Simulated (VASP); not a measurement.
Set up this calculation in VASP 6.6.1, as the native input.

```yaml
Task: single point
Functional: PBE
Potentials_or_basis: VASP PAW PBE potentials, release 64 (Sn_d, O)
Cutoff: 520 eV
k_mesh: 4 × 4 × 6
Occupations: fermi-dirac, width 0.03 eV
Spin: no spin polarisation
Dipole_correction: no
Further_INCAR_settings: ALGO = Normal; EDIFF = 1e-06; NBANDS = 35
```

The structure of SnO2 lies in POSCAR:

```
SnO2
1.0
    4.7055547467      0.0000000000      0.0000000000
    0.0000000000      4.7055547467      0.0000000000
    0.0000000000      0.0000000000      3.1650141207
Sn O
2 4
Direct
    0.0000000000      0.0000000000      0.0000000000
    0.5000000000      0.5000000000      0.5000000000
    0.3056200000      0.3056200000      0.0000000000
    0.1943800000      0.8056200000      0.5000000000
    0.6943800000      0.6943800000      0.0000000000
    0.8056200000      0.1943800000      0.5000000000
```

This cell differs from its parent crystal: volume scaled by 0.98.

One way to write it, as run:

INCAR

```
  PREC = Accurate
  ENCUT = 520
  EDIFF = 1E-6
  ISMEAR = -1
  SIGMA = 0.03
  LREAL = False
  LASPH = True
  NELM = 80
  ALGO = Normal
  ISIF = 2
  LWAVE = False
  LCHARG = False
  GGA = PE
  NBANDS = 35
```

KPOINTS

```
regular mesh
0
Gamma
  4 4 6
```

Potentials or basis: VASP PAW PBE potentials, release 64 (Sn_d, O).

Launch:

```sh
$ cat potpaw_PBE.64/Sn_d/POTCAR potpaw_PBE.64/O/POTCAR > POTCAR
$ mpirun -np 1 vasp_std > vasp.out
```

Results of the run:

```
Pressure               : 16.4 GPa
Largest force          : 0.124 eV/Å
Band gap on the k mesh : 1.48 eV, direct
```

Caveat: spin-orbit coupling is left out, which moves the levels of the heavy elements.

It took 59 s on 1 thread of Intel Xeon 6975P-C, on a shared host, peak memory 0.19 GiB.
